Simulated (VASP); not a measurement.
Input of a VASP 6.6.1 run:

File INCAR:

```
PREC     = Accurate       # precision mode
ENCUT    = 600            # plane-wave cutoff, eV
EDIFF    = 1E-7           # SCF threshold, eV
ISMEAR   = 0              # smearing method
SIGMA    = 0.02           # smearing width, eV
LREAL    = False          # projectors in reciprocal space
LASPH    = True           # aspherical terms in the spheres
NELM     = 80             # most SCF steps
ALGO     = Normal         # electronic algorithm
ISIF     = 3              # what is computed and relaxed
LWAVE    = False          # write WAVECAR
LCHARG   = False          # write CHGCAR
GGA      = PS             # functional
IBRION   = 2              # ionic algorithm
NSW      = 50             # ionic steps
EDIFFG   = -0.03          # ionic threshold
```

The input KPOINTS:

```
Automatic mesh
0
Gamma
  6 6 6
```

Contents of POSCAR:

```
CsH
1.0
    0.0000000000      3.1050000000      3.1050000000
    3.1050000000      0.0000000000      3.1050000000
    3.1050000000      3.1050000000      0.0000000000
Cs H
1 1
Direct
    0.0000000000      0.0000000000      0.0000000000
    0.5000000000      0.5000000000      0.5000000000
```

Potentials or basis: VASP PAW PBE potentials, release 64 (Cs_sv, H).

Command:

```bash
$ cat potpaw_PBE.64/Cs_sv/POTCAR potpaw_PBE.64/H/POTCAR > POTCAR
$ mpirun -np 1 vasp_std > vasp.out
```

Task: What does it give for the space group after relaxing (to 0.1 Å)?

Result: Fm-3m (No. 225).

Task: What does it give for the relaxed cell?

Result: a = 4.428 Å, b = 4.428 Å, c = 4.428 Å, α = 60.00°, β = 60.00°, γ = 60.00°.

The path:
```tsv
step	energy change (eV)	largest force (eV/Å)	pressure (GPa)	volume (Å³)
1	0.0000	0.0000	0.28	59.87
2	-0.0007	0.0000	0.20	60.33
3	-0.0013	0.0000	0.01	61.40
```

Caveat: the PAW data sets were made with another functional, which shifts forces and pressure a little.
